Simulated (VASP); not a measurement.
The system is Cu3N.

```
Cu N
1.0
     3.82884    0.00000    0.00000
     0.00000    3.82884    0.00000
     0.00000    0.00000    3.82884
Cu N
3 1
Direct
  0.50000 0.00000 0.00000
  0.00000 0.50000 0.00000
  0.00000 0.00000 0.50000
  0.00000 0.00000 0.00000
```

| Item | Value |
| --- | --- |
| Program | VASP 6.6.1 |
| Task | relaxation of cell and atoms |
| Functional | LDA |
| Potentials or basis | VASP PAW LDA potentials, release 64 (Cu, N) |
| Cutoff | 600 eV |
| k mesh | 6 × 6 × 6 |
| Occupations | fermi-dirac, width 0.02 eV |
| Spin | no spin polarisation |

At the start: pressure -9.6 GPa; volume 14.03 Å³/atom.

Question: How do energy, volume and symmetry change on relaxing?

Answer: Over 3 steps the energy falls by 34.4 meV/atom and the volume is 12.97 Å³/atom (-7.6 %); space group Pm-3m (No. 221, to 0.05 Å).

Step by step:
| step | energy change (eV) | largest force (eV/Å) | pressure (GPa) | volume (Å³) |
| --- | --- | --- | --- | --- |
| 1 | 0.0000 | 0.0000 | -9.61 | 56.13 |
| 2 | -0.0882 | 0.0000 | 7.26 | 49.56 |
| 3 | -0.1376 | 0.0000 | -0.05 | 51.87 |

Final structure:
```yaml
crystal:
  lattice:
    - [3.72929, 0.00000, 0.00000]
    - [0.00000, 3.72929, 0.00000]
    - [0.00000, 0.00000, 3.72929]
  atoms:
    - { symbol: Cu, position: [0.50000, 0.00000, 0.00000] }
    - { symbol: Cu, position: [0.00000, 0.50000, 0.00000] }
    - { symbol: Cu, position: [0.00000, 0.00000, 0.50000] }
    - { symbol: N, position: [0.00000, 0.00000, 0.00000] }
```
